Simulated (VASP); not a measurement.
# TiSi (Amm2) in VASP: notebook

TiSi is run at these levels: r2SCAN; tasks: single point.

All numbers are computed with VASP 6.6.1; they aren't measurements. Logs are shortened: lines on timing, memory, paths and dates and some standing lists are left out, and cuts for length are marked.

### Step 1. The cell of the first run

The typed cell holds 2 atoms: a = 3.813 Å, b = 2.759 Å, c = 2.759 Å, α = 82.37°, β = 90.00°, γ = 90.00°.

### Step 2. Single point, r2SCAN

File POSCAR:

```
TiSi
1.0
    3.8127853766      0.0000000000      0.0000000000
    0.0000000000      1.8165394101      2.0762868814
    0.0000000000     -1.8165394101      2.0762868814
Ti Si
1 1
Direct
    0.0000000000      0.0503224027      0.0503224027
    0.5000000000      0.5511775973      0.5511775973
```

File INCAR.step1:

```
PREC = Accurate ; ENCUT = 520
ISMEAR = 0 ; SIGMA = 0.15
LREAL = False ; LASPH = True
NELM = 100 ; NBANDS = 15
GGA = PE ; ALGO = Normal
EDIFF = 1E-4 ; LWAVE = True
LCHARG = False
```

File INCAR.step2:

```
PREC = Accurate ; ENCUT = 520
EDIFF = 1E-6 ; ISMEAR = 0
SIGMA = 0.15 ; LREAL = False
LASPH = True ; NELM = 100
ALGO = Normal ; ISIF = 2
LWAVE = False ; LCHARG = False
METAGGA = R2SCAN ; LMIXTAU = True
NBANDS = 15 ; ISTART = 1
```

File KPOINTS:

```
Automatic mesh
0
Gamma
  16 22 22
```

Potentials or basis: VASP PAW PBE potentials, release 64 (Ti_sv, Si).

The run is started by

```bash
$ cat potpaw_PBE.64/Ti_sv/POTCAR potpaw_PBE.64/Si/POTCAR > POTCAR
$ cp INCAR.step1 INCAR
$ mpirun -np 1 vasp_std > vasp.out
$ cp INCAR.step2 INCAR
$ mpirun -np 1 vasp_std > vasp.out
```

OUTCAR:

```text
PREC = Accurate
   ENCUT = 520
   EDIFF = 1E-6
   ISMEAR = 0
   LREAL = False
   LASPH = True
   NELM = 100
   ISIF = 2
   METAGGA = R2SCAN
   ISTART = 1

 ion  position               nearest neighbor table
   1  0.000  0.050  0.050-   2 2.63   2 2.63   2 2.63   2 2.63   2 2.82   2 2.82   2 2.82   2 2.82

   2  0.500  0.551  0.551-   1 2.63   1 2.63   1 2.63   1 2.63   1 2.82   1 2.82   1 2.82   1 2.82

  LATTYP: Found a base centered orthorhombic cell.
 ALAT       =     3.6330788202
 B/A-ratio  =     1.1429902758
 C/A-ratio  =     1.0494639850

  Lattice vectors:

 A1 = (   0.0000000000,   1.8165394101,  -2.0762868814)
 A2 = (   0.0000000000,   1.8165394101,   2.0762868814)
 A3 = (   3.8127853766,   0.0000000000,   0.0000000000)

Analysis of symmetry for initial positions (statically):
=====================================================================
 Subroutine PRICEL returns:
 Original cell was already a primitive cell.

 Routine SETGRP: Setting up the symmetry group for a
 base centered orthorhombic supercell.

 Subroutine GETGRP returns: Found  4 space group operations
 (whereof  4 operations were pure point group operations)
 out of a pool of  8 trial point group operations.

The static configuration has the point symmetry C_2v.

Analysis of symmetry for dynamics (positions and initial velocities):
=====================================================================
 Subroutine PRICEL returns:
 Original cell was already a primitive cell.

 Routine SETGRP: Setting up the symmetry group for a
 base centered orthorhombic supercell.

 Subroutine GETGRP returns: Found  4 space group operations
 (whereof  4 operations were pure point group operations)
 out of a pool of  8 trial point group operations.

The dynamic configuration has the point symmetry C_2v.

 Subroutine INISYM returns: Found  4 space group operations
 (whereof  4 operations are pure point group operations),
 and found     1 'primitive' translations

----------------------------------------------------------------------------------------

                                     Primitive cell

  volume of cell :      28.7610

  direct lattice vectors                    reciprocal lattice vectors
     3.812785377  0.000000000  0.000000000     0.262275450  0.000000000  0.000000000
     0.000000000  1.816539410  2.076286881     0.000000000  0.275248639  0.240814506
     0.000000000 -1.816539410  2.076286881     0.000000000 -0.275248639  0.240814506

  length of vectors
[... 91 lines left out ...]
   TEBEG  =    0.0;   TEEND  =   0.0 temperature during run
   PSTRESS=    0.0 pullay stress
   NELECT =      16.0000    total number of electrons
   NUPDOWN=      -1.0000    fix difference up-down
   EMIN   =  10.00;   EMAX   =-10.00  energy-range for DOS
   EFERMI =   0.00;   METHOD = LEGACY
   ISMEAR =     0;   SIGMA  =   0.15  broadening in eV -4-tet -1-fermi 0-gaus
   EFERMI_NEDOS =   21; number of points for ismear=-14 and -15
   IALGO  =     38    algorithm
   IMIX   =      4    mixing-type and parameters
     AMIX     =   0.40;   BMIX     =  1.00
     AMIX_MAG =   1.60;   BMIX_MAG =  1.00
  volume/ion in A,a.u.               =      14.38        97.04
  Fermi-wavevector in a.u.,A,eV,Ry     =   1.346418  2.544361 24.665213  1.812842
  Thomas-Fermi vector in A             =   2.474252
   LORBIT       =      0    0 simple, 1 ext, 2 COOP (PROOUT), +10 PAW based schemes
   METAGGA = R2SCAN    functional components
   LHFCALC =     F    Hartree Fock is set to
   AEXX    =    0.0000 exact exchange contribution
   IVDW    =     0    specifies the selected vdW correction
   LEPSILON=     F    determine dielectric tensor
   LRPA    =     F    only Hartree local field effects (RPA)
 non-spin polarized calculation
 Gauss-broadening in eV      SIGMA  =   0.15
  energy-cutoff  :      520.00
  volume of cell :       28.76
 maximum number of plane-waves:       798
   NGX = 15   NGY = 11   NGZ = 11

 number of electron      16.0000002 magnetization

 Free energy of the ion-electron system (eV)
  ---------------------------------------------------
  ext. energy  EPLUGINS =         0.00000000
  ---------------------------------------------------
  free energy    TOTEN  =       -22.78651933 eV

  energy without entropy =      -22.77458433  energy(sigma->0) =      -22.78055183

 E-fermi :  10.4451     XC(G=0): -12.6758

 val. band max:       10.4429439878   @ k =   0.3125  -0.0455   0.0455
 cond. band min:      10.4464114410   @ k =   0.3125   0.3636   0.2273
 fundamental gap:      0.0034674532
 Fermi energy:        10.4451034030

 k-point     1 :       0.0000    0.0000    0.0000
  band No.  band energies     occupation
      1     -48.6114      2.00000
      2     -24.0009      2.00000
      3     -23.5176      2.00000
      4     -23.4167      2.00000
      5      -2.1854      2.00000
      6       7.7813      2.00000
      7       8.3412      2.00000
      8       9.0400      2.00000
      9      12.3239      0.00000
     10      13.0317      0.00000
     11      13.8497      0.00000
     12      16.0991      0.00000
     13      16.8851      0.00000
     14      17.1610      0.00000
[... 401 lines left out ...]
      2     -24.0261      2.00000
      3     -23.5462      2.00000
      4     -23.4345      2.00000
      5      -1.1936      2.00000
      6       4.6196      2.00000
      7       9.2990      2.00000
      8      10.3866      1.41902
      9      11.5133      0.00000
     10      12.3581      0.00000
     11      13.7344      0.00000
     12      16.4472      0.00000
     13      18.2705      0.00000
     14      19.1299      0.00000
     15      19.9373      0.00000

 [... further k-points ...]

------------------------ aborting loop because EDIFF is reached ----------------------------------------

  FORCE on cell =-STRESS in cart. coord.  units (eV):
  Direction    XX          YY          ZZ          XY          YZ          ZX
  --------------------------------------------------------------------------------------
  -------------------------------------------------------------------------------------
  Total        0.0397064      0.0986102      0.0834231      0.0000000      0.0000000      0.0000000
  in kB        2.2119069      5.4932298      4.6472108      0.0000000      0.0000000      0.0000000
  external PRESSURE =       4.1174491 kB  Pullay stress =       0.0000000 kB

 VOLUME and BASIS-vectors are now :
 -----------------------------------------------------------------------------
  energy-cutoff  :      520.00
  volume of cell :       28.76
      direct lattice vectors                 reciprocal lattice vectors
     3.812785377  0.000000000  0.000000000     0.262275450  0.000000000  0.000000000
     0.000000000  1.816539410  2.076286881     0.000000000  0.275248639  0.240814506
     0.000000000 -1.816539410  2.076286881     0.000000000 -0.275248639  0.240814506

 POSITION                                       TOTAL-FORCE (eV/Angst)
 -----------------------------------------------------------------------------------
      0.00000      0.00000      0.20897         0.000000      0.000000      0.004627
      1.90639      0.00000      2.28881         0.000000      0.000000     -0.004627
 -----------------------------------------------------------------------------------
    total drift:                               -0.000000      0.000000     -0.000095

  FREE ENERGIE OF THE ION-ELECTRON SYSTEM (eV)
  ---------------------------------------------------
  free  energy   TOTEN  =       -22.7865193344 eV

  energy  without entropy=      -22.7745843259  energy(sigma->0) =      -22.78055183
```

OUTCAR.step1:

```text
PREC = Accurate
   ENCUT = 520
   ISMEAR = 0
   LREAL = False
   LASPH = True
[... 656 lines left out ...]
      0.00000      0.00000      0.20897         0.000000      0.000000      0.004260
      1.90639      0.00000      2.28881         0.000000      0.000000     -0.004260
 -----------------------------------------------------------------------------------
    total drift:                               -0.000000      0.000000     -0.000053

  FREE ENERGIE OF THE ION-ELECTRON SYSTEM (eV)
  ---------------------------------------------------
  free  energy   TOTEN  =       -14.3222558371 eV

  energy  without entropy=      -14.3091983588  energy(sigma->0) =      -14.31572710
```

OSZICAR.step1:

```text
N       E                     dE             d eps       ncg     rms          rms(c)
DAV:   1     0.104142024663E+03    0.10414E+03   -0.71377E+03 35932   0.116E+03
DAV:   2    -0.856007819152E+01   -0.11270E+03   -0.10717E+03 37352   0.311E+02
DAV:   3    -0.156411922499E+02   -0.70811E+01   -0.69196E+01 58010   0.666E+01
DAV:   4    -0.158326152404E+02   -0.19142E+00   -0.19104E+00 39343   0.106E+01
DAV:   5    -0.158394973423E+02   -0.68821E-02   -0.68813E-02 52731   0.179E+00    0.115E+01
DAV:   6    -0.145198257657E+02    0.13197E+01   -0.44105E+00 42898   0.298E+01    0.395E+00
DAV:   7    -0.143364334707E+02    0.18339E+00   -0.52101E-01 40629   0.988E+00    0.287E+00
DAV:   8    -0.143264375073E+02    0.99960E-02   -0.13640E-01 44696   0.406E+00    0.830E-01
DAV:   9    -0.143218918142E+02    0.45457E-02   -0.24296E-02 40258   0.220E+00    0.367E-01
DAV:  10    -0.143222946806E+02   -0.40287E-03   -0.24310E-03 46877   0.582E-01    0.750E-02
DAV:  11    -0.143222558371E+02    0.38843E-04   -0.27082E-04 40965   0.137E-01
   1 F= -.14322256E+02 E0= -.14315727E+02  d E =-.130575E-01
```

Run time: 10 min. Hardware: 1 thread of Intel Xeon 6975P-C (Granite Rapids), shared host; peak memory 0.59 GiB.

Results:

| Item | Value |
| --- | --- |
| Free energy | -22.7865 eV |
| Pressure | 0.4 GPa |
| Largest force | 0.005 eV/Å |
| Band gap on the k mesh | zero (bands 8 and 9 overlap by 1.89 eV) |

Forces in eV/Å, atoms in the order of the input:
```
Ti   0.000  0.000  0.005
Si   0.000  0.000 -0.005
```

Stress tensor (GPa, compression positive):
```
0.22 0.00 0.00
0.00 0.55 0.00
0.00 0.00 0.46
```

Caveat: the PAW data sets were made with another functional, which shifts forces and pressure a little.

### Step 3. Single point, r2SCAN

POSCAR is that of step 2.

File INCAR.step1:

```
SYSTEM = TiSi
  PREC = Accurate
  ENCUT = 520
  ISMEAR = 0
  SIGMA = 0.15
  LREAL = .False.
  LASPH = .True.
  NELM = 80
  NBANDS = 15
  GGA = PE
  ALGO = Normal
  EDIFF = 1E-4
  LWAVE = .True.
  LCHARG = .False.
```

File INCAR.step2:

```
SYSTEM = TiSi
  PREC = Accurate
  ENCUT = 520
  EDIFF = 1E-7
  ISMEAR = 0
  SIGMA = 0.15
  LREAL = .False.
  LASPH = .True.
  NELM = 80
  ALGO = Normal
  ISIF = 2
  LWAVE = .False.
  LCHARG = .True.
  METAGGA = R2SCAN
  LMIXTAU = .True.
  LELF = .True.
  LVHAR = .True.
  NBANDS = 15
  ISTART = 1
```

File KPOINTS:

```
regular mesh
0
Gamma
  18 24 24
  0 0 0
```

Potentials or basis: VASP PAW PBE potentials, release 64 (Ti_sv, Si).

The run is started by

```bash
$ cat potpaw_PBE.64/Ti_sv/POTCAR potpaw_PBE.64/Si/POTCAR > POTCAR
$ cp INCAR.step1 INCAR
$ mpirun -np 1 vasp_std > vasp.out
$ cp INCAR.step2 INCAR
$ mpirun -np 1 vasp_std > vasp.out
```

Wall time 16 min (1 thread of Intel Xeon 6975P-C (Granite Rapids), shared host); peak memory 0.73 GiB.

It converged, with:

* Free energy: -22.7867 eV
* Pressure: 0.4 GPa
* Largest force: 0.005 eV/Å
* Band gap on the k mesh: zero (bands 8 and 9 overlap by 1.88 eV)

Forces in eV/Å, atoms in the order of the input:
```
Ti   0.000  0.000  0.005
Si   0.000  0.000 -0.005
```

Stress tensor (GPa, compression positive):
```
0.33 0.00 0.00
0.00 0.51 0.00
0.00 0.00 0.47
```

Levels at points of the mesh, in eV from the Fermi level:
```
           k point  band 5  band 6  band 7  band 8  band 9  band 10  band 11  band 12
(0.00, 0.00, 0.00)  -12.64   -2.67   -2.11   -1.41    1.88     2.58     3.40     5.65
(0.50, 0.00, 0.00)  -11.25   -7.06   -1.10    0.56    0.81     1.87     3.48     7.13
(0.00, 0.50, 0.00)   -8.18   -6.94   -3.18   -0.91    1.91     2.63     4.47     4.87
(0.50, 0.50, 0.00)   -8.47   -5.42   -2.99   -1.90    1.49     2.09     2.15     3.53
(0.00, 0.50, 0.50)   -6.03   -4.07   -1.96   -1.32   -0.91    -0.41     3.20     3.23
(0.50, 0.50, 0.50)   -5.22   -4.09   -3.80   -3.03    2.35     2.50     2.76     4.33
```

Caveat: the PAW data sets were made with another functional, which shifts forces and pressure a little.
